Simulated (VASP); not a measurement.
Zn:

```
Zn
1.0
    -1.56904    1.56904    1.56904
     1.56904   -1.56904    1.56904
     1.56904    1.56904   -1.56904
Zn
1
Direct
  0.00000 0.00000 0.00000
```

This isn't the form of Zn at room conditions, which is hcp.

Base run:

```yaml
Program: VASP 6.6.1
Functional: PBE
Dispersion: D4
Potentials_or_basis: VASP PAW PBE potentials, release 64 (Zn)
Cutoff: 500 eV
k_mesh: 12 × 12 × 12
Occupations: fermi-dirac, width 0.01 eV
Spin: no spin polarisation
```

Its results: band gap on the k mesh zero (bands 6 and 7 overlap by 5.18 eV); pressure -3.0 GPa.

Task: The run is repeated on the same cell with these changes: functional from PBE to r2SCAN; cutoff from 500 eV to 550 eV; occupations from fermi-dirac, width 0.01 eV to fermi-dirac, width 0.05 eV. What comes out?

Result: Band gap on the k mesh zero (bands 6 and 7 overlap by 5.39 eV); pressure -5.9 GPa.

Caveats: the cell stands under tension (at least some runs); the PAW data sets were made with another functional, which shifts forces and pressure a little (at least some runs).
